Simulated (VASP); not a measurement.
# Si (I4/mmm) in VASP: further runs, part 2 of 2

VASP 6.6.1.

## Step 4: Single point, LDA (strain +0.030 along x and y, -0.015 along z)

The input, INCAR:

```
PREC     = Accurate       # precision mode
ENCUT    = 520            # plane-wave cutoff, eV
EDIFF    = 1E-7           # SCF threshold, eV
ISMEAR   = 0              # smearing method
SIGMA    = 0.15           # smearing width, eV
LREAL    = False          # projectors in reciprocal space
LASPH    = True           # aspherical terms in the spheres
NELM     = 60             # most SCF steps
ALGO     = Normal         # electronic algorithm
ISIF     = 2              # what is computed and relaxed
LWAVE    = False          # write WAVECAR
LCHARG   = False          # write CHGCAR
GGA      = CA             # functional
NBANDS   = 8              # bands
```

The input, KPOINTS:

```
regular mesh
0
Gamma
  28 28 28
```

The input, POSCAR:

```
Si
1.0
   -1.6847328291      1.6847328291      1.2852401055
    1.6847328291     -1.6847328291      1.2852401055
    1.6847328291      1.6847328291     -1.2852401055
Si
1
Direct
    0.0000000000      0.0000000000      0.0000000000
```

Potentials or basis: VASP PAW LDA potentials, release 64 (Si).

Launch:

```
> cat potpaw_LDA.64/Si/POTCAR > POTCAR
> mpirun -np 1 vasp_std > vasp.out
```

OUTCAR:

```text
PREC = Accurate
   ENCUT = 520
   EDIFF = 1E-7
   ISMEAR = 0
   LREAL = False
   LASPH = True
   NELM = 60
   ISIF = 2
   GGA = CA

 ion  position               nearest neighbor table
   1  0.000  0.000  0.000-

  LATTYP: Found a body centered tetragonal cell.
 ALAT       =     3.3694656582
 C/A-ratio  =     0.7628747320

  Lattice vectors:

 A1 = (  -1.6847328291,   1.6847328291,   1.2852401055)
 A2 = (   1.6847328291,  -1.6847328291,   1.2852401055)
 A3 = (   1.6847328291,   1.6847328291,  -1.2852401055)

Analysis of symmetry for initial positions (statically):
=====================================================================
 Subroutine PRICEL returns:
 Original cell was already a primitive cell.

 Routine SETGRP: Setting up the symmetry group for a
 body centered tetragonal supercell.

 Subroutine GETGRP returns: Found 16 space group operations
 (whereof 16 operations were pure point group operations)
 out of a pool of 16 trial point group operations.

The static configuration has the point symmetry D_4h.

Analysis of symmetry for dynamics (positions and initial velocities):
=====================================================================
 Subroutine PRICEL returns:
 Original cell was already a primitive cell.

 Routine SETGRP: Setting up the symmetry group for a
 body centered tetragonal supercell.

 Subroutine GETGRP returns: Found 16 space group operations
 (whereof 16 operations were pure point group operations)
 out of a pool of 16 trial point group operations.

The dynamic configuration has the point symmetry D_4h.

 Subroutine INISYM returns: Found 16 space group operations
 (whereof 16 operations are pure point group operations),
 and found     1 'primitive' translations

----------------------------------------------------------------------------------------

                                     Primitive cell

  volume of cell :      14.5917

  direct lattice vectors                    reciprocal lattice vectors
    -1.684732829  1.684732829  1.285240106     0.000000000  0.296782962  0.389032367
     1.684732829 -1.684732829  1.285240106     0.296782962  0.000000000  0.389032367
     1.684732829  1.684732829 -1.285240106     0.296782962  0.296782962  0.000000000

  length of vectors
     2.707118679  2.707118679  2.707118679     0.489312077  0.489312077  0.419714491

  position of ions in fractional coordinates (direct lattice)
     0.000000000  0.000000000  0.000000000

  ion indices of the primitive-cell ions
   primitive index   ion index
                 1           1

----------------------------------------------------------------------------------------

 KPOINTS: regular mesh

Automatic generation of k-mesh.
 Grid dimensions read from file:
 generate k-points for:   28   28   28

 Generating k-lattice:

  Cartesian coordinates                     Fractional coordinates (reciprocal lattice)
     0.000000000  0.010599392  0.013894013     0.035714286 -0.000000000  0.000000000
     0.010599392  0.000000000  0.013894013    -0.000000000  0.035714286  0.000000000
     0.010599392  0.010599392  0.000000000     0.000000000  0.000000000  0.035714286

  Length of vectors
     0.017475431  0.017475431  0.014989803

  Shift w.r.t. Gamma in fractional coordinates (k-lattice)
     0.000000000  0.000000000  0.000000000

 Subroutine IBZKPT returns following result:
 ===========================================

 Found   1639 irreducible k-points:

 Following reciprocal coordinates:
            Coordinates               Weight
  0.000000  0.000000  0.000000      1.000000
  0.035714  0.000000 -0.000000      8.000000
  0.071429  0.000000 -0.000000      8.000000
  0.107143 -0.000000  0.000000      8.000000
  0.142857  0.000000 -0.000000      8.000000
  0.178571 -0.000000  0.000000      8.000000
[... 16 lines left out ...]
  0.285714  0.035714 -0.000000     16.000000
  0.321429  0.035714  0.000000     16.000000
 [... further k-points ...]
   k-points           NKPTS =   1639   k-points in BZ     NKDIM =   1639   number of bands    NBANDS=      8
   number of dos      NEDOS =    301   number of ions     NIONS =      1
   total plane-waves  NPLWV =   8000
   dimension x,y,z NGX =    20 NGY =   20 NGZ =   20
   dimension x,y,z NGXF=    40 NGYF=   40 NGZF=   40
   ions per type =               1
   NGX,Y,Z   is equivalent  to a cutoff of  12.28, 12.28, 12.28 a.u.
   NGXF,Y,Z  is equivalent  to a cutoff of  24.56, 24.56, 24.56 a.u.
 SYSTEM =  unknown system
   PREC   = accura    normal or accurate (medium, high low for compatibility)
   ISTART =      0    job   : 0-new  1-cont  2-samecut
   ICHARG =      2    charge: 1-file 2-atom 10-const
   ISPIN  =      1    spin polarized calculation?
   LNONCOLLINEAR =      F non collinear calculations
   LSORBIT =      F    spin-orbit coupling
   LASPH  =      T    aspherical Exc in radial PAW
   ENCUT  =  520.0 eV  38.22 Ry    6.18 a.u.   5.03  5.03  5.03*2*pi/ulx,y,z
   NELM   =     60;   NELMIN=  2; NELMDL= -5     # of ELM steps
   EDIFF  = 0.1E-06   stopping-criterion for ELM
   LREAL  =      F    real-space projection
   EDIFFG = 0.1E-05   stopping-criterion for IOM
   NSW    =      0    number of steps for IOM
   IBRION =     -1    ionic relax: 0-MD 1-quasi-New 2-CG
   NFREE  =      0    steps in history (QN), initial steepest desc. (CG)
   ISIF   =      2    stress and relaxation
   ISYM   =      2    0-nonsym 1-usesym 2-fastsym
   POTIM  = 0.5000    time-step for ionic-motion
   TEBEG  =    0.0;   TEEND  =   0.0 temperature during run
   PSTRESS=    0.0 pullay stress
   NELECT =       4.0000    total number of electrons
   NUPDOWN=      -1.0000    fix difference up-down
   EMIN   =  10.00;   EMAX   =-10.00  energy-range for DOS
   EFERMI =   0.00;   METHOD = LEGACY
   ISMEAR =     0;   SIGMA  =   0.15  broadening in eV -4-tet -1-fermi 0-gaus
   EFERMI_NEDOS =   21; number of points for ismear=-14 and -15
   IALGO  =     38    algorithm
   IMIX   =      4    mixing-type and parameters
     AMIX     =   0.40;   BMIX     =  1.00
     AMIX_MAG =   1.60;   BMIX_MAG =  1.00
  volume/ion in A,a.u.               =      14.59        98.47
  Fermi-wavevector in a.u.,A,eV,Ry     =   1.063472  2.009671 15.387817  1.130973
  Thomas-Fermi vector in A             =   2.198958
   LORBIT       =      0    0 simple, 1 ext, 2 COOP (PROOUT), +10 PAW based schemes
   GGA     = CA    functional components
   LHFCALC =     F    Hartree Fock is set to
   AEXX    =    0.0000 exact exchange contribution
   IVDW    =     0    specifies the selected vdW correction
   LEPSILON=     F    determine dielectric tensor
   LRPA    =     F    only Hartree local field effects (RPA)
 non-spin polarized calculation
 Gauss-broadening in eV      SIGMA  =   0.15
  energy-cutoff  :      520.00
  volume of cell :       14.59
 maximum number of plane-waves:       405
   NGX = 11   NGY = 11   NGZ = 11

 number of electron       4.0000000 magnetization

 Free energy of the ion-electron system (eV)
  ---------------------------------------------------
  ext. energy  EPLUGINS =         0.00000000
  ---------------------------------------------------
  free energy    TOTEN  =        -5.55549521 eV

  energy without entropy =       -5.55058769  energy(sigma->0) =       -5.55304145

 E-fermi :   9.9483     XC(G=0): -11.2108

 val. band max:        9.9481450199   @ k =   0.3214   0.1786   0.0714
 cond. band min:       9.9550151591   @ k =   0.2857   0.1429   0.1429
 fundamental gap:      0.0068701392
 Fermi energy:         9.9483367107

 k-point     1 :       0.0000    0.0000    0.0000
  band No.  band energies     occupation
      1      -4.3543      2.00000
      2      18.6907      0.00000
      3      18.7758      0.00000
      4      18.7758      0.00000
      5      21.7586      0.00000
      6      23.9110      0.00000
      7      25.9612      0.00000
      8      25.9612      0.00000
[... 243 lines left out ...]
 k-point    24 :       0.3214    0.0357    0.0000
  band No.  band energies     occupation
      1      -0.2676      2.00000
      2      10.0014      0.61688
      3      14.6543      0.00000
      4      16.0637      0.00000
      5      17.5215      0.00000
      6      19.9123      0.00000
      7      26.3392      0.00000
      8      29.7879      0.00000

 [... further k-points ...]

------------------------ aborting loop because EDIFF is reached ----------------------------------------

  FORCE on cell =-STRESS in cart. coord.  units (eV):
  Direction    XX          YY          ZZ          XY          YZ          ZX
  --------------------------------------------------------------------------------------
  -------------------------------------------------------------------------------------
  Total       -0.3794181     -0.3794181     -0.1894546      0.0000000      0.0000000      0.0000000
  in kB      -41.6602878    -41.6602878    -20.8022103      0.0000000      0.0000000      0.0000000
  external PRESSURE =     -34.7075953 kB  Pullay stress =       0.0000000 kB

 VOLUME and BASIS-vectors are now :
 -----------------------------------------------------------------------------
  energy-cutoff  :      520.00
  volume of cell :       14.59
      direct lattice vectors                 reciprocal lattice vectors
    -1.684732829  1.684732829  1.285240106     0.000000000  0.296782962  0.389032367
     1.684732829 -1.684732829  1.285240106     0.296782962  0.000000000  0.389032367
     1.684732829  1.684732829 -1.285240106     0.296782962  0.296782962  0.000000000

 POSITION                                       TOTAL-FORCE (eV/Angst)
 -----------------------------------------------------------------------------------
      0.00000      0.00000      0.00000        -0.000000      0.000000      0.000000
 -----------------------------------------------------------------------------------
    total drift:                                0.000000      0.000000     -0.000000

  FREE ENERGIE OF THE ION-ELECTRON SYSTEM (eV)
  ---------------------------------------------------
  free  energy   TOTEN  =        -5.5554952145 eV

  energy  without entropy=       -5.5505876907  energy(sigma->0) =       -5.55304145
```

Wall time 54 s (1 thread of Intel Xeon Platinum 8559C (Emerald Rapids), shared host); peak memory 0.24 GiB.

What came out:

```
Free energy            : -5.5555 eV
Pressure               : -3.5 GPa
Band gap on the k mesh : zero (band 2 reaches 18.81 eV, above the bottom of band 3 at 6.57 eV)
```

Levels at points of the mesh, in eV from the Fermi level:
| k point | band 1 | band 2 | band 3 | band 4 | band 5 | band 6 |
| --- | --- | --- | --- | --- | --- | --- |
| (0.00, 0.00, 0.00) | -14.30 | 8.74 | 8.83 | 8.83 | 11.81 | 13.96 |
| (0.50, 0.00, 0.00) | -6.04 | -5.60 | 4.49 | 5.90 | 6.13 | 8.87 |
| (0.50, 0.50, 0.00) | -8.79 | -7.19 | 9.85 | 11.39 | 11.77 | 12.78 |
| (0.50, 0.50, 0.50) | -2.74 | -2.74 | -2.58 | 1.18 | 5.65 | 7.87 |

Caveat: the cell differs from its parent crystal (strain +0.030 along x and y, -0.015 along z).

## Step 5: Summary

| cell | gap on the mesh (eV) | pressure (GPa) |
| --- | --- | --- |
| a = 2.698 Å, angles 102.7, 102.7, 124.0°, 1 atom | none | -1.9 |
| a = 2.686 Å, angles 103.6, 103.6, 121.9°, 1 atom | none | -2.6 |
| a = 2.707 Å, angles 103.0, 103.0, 123.3°, 1 atom | none | -3.5 |

Alike in all rows: task single point; level LDA; potentials or basis VASP PAW LDA potentials, release 64 (Si); no spin polarisation; k mesh 28 × 28 × 28; cutoff (eV) 520; smearing gaussian 0.15 eV.

Absolute energies hang on the potentials; compare differences alone.
